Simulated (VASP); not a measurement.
Runs of VASP 6.6.1 on SnSe2. The structure is that of space group P-3m1 (No. 164), or close to it. The cells are those of the table. 

```tsv
cell	gap on the mesh (eV)	pressure (GPa)	largest force (eV/Å)
a = 3.868, b = 3.868, c = 6.229 Å, angles 90.0, 90.0, 120.0°, 3 atoms	0.65	2.0	0.32
a = 3.868, b = 3.868, c = 6.137 Å, angles 90.0, 90.0, 120.0°, 3 atoms	(b)	3.0	0.53
a = 3.925, b = 3.925, c = 5.953 Å, angles 90.0, 90.0, 120.0°, 3 atoms	0.31	3.0	0.74
a = 3.925, b = 3.925, c = 6.137 Å, angles 90.0, 90.0, 120.0°, 3 atoms	0.53	1.1	0.34
a = 3.925, b = 3.925, c = 6.045 Å, angles 90.0, 90.0, 120.0°, 3 atoms	0.43	2.0	0.54
a = 3.868, b = 3.868, c = 6.321 Å, angles 90.0, 90.0, 120.0°, 3 atoms	0.67	1.1	0.12
a = 3.811, b = 3.811, c = 6.321 Å, angles 90.0, 90.0, 120.0°, 3 atoms	(a)	3.1	0.29
```

Alike in all rows: task single point; level PBE; potentials or basis VASP PAW PBE potentials, release 64 (Sn_d, Se); no spin polarisation; k mesh 12 × 12 × 6; cutoff (eV) 520; smearing gaussian 0.05 eV.

Task: Estimate the missing entries.

Result: (a) 0.68; (b) 0.61.

Caveats: semilocal functionals underestimate gaps, and a narrow one can read as zero; spin-orbit coupling is left out, which moves the levels of the heavy elements; this functional lacks dispersion, which binds layers or chains, so the pressure and a relaxed spacing across them are unreliable; the cell stands under pressure (at least some runs).

A k mesh can miss the band edges, and the runs leave out spin-orbit coupling on Se, Sn.
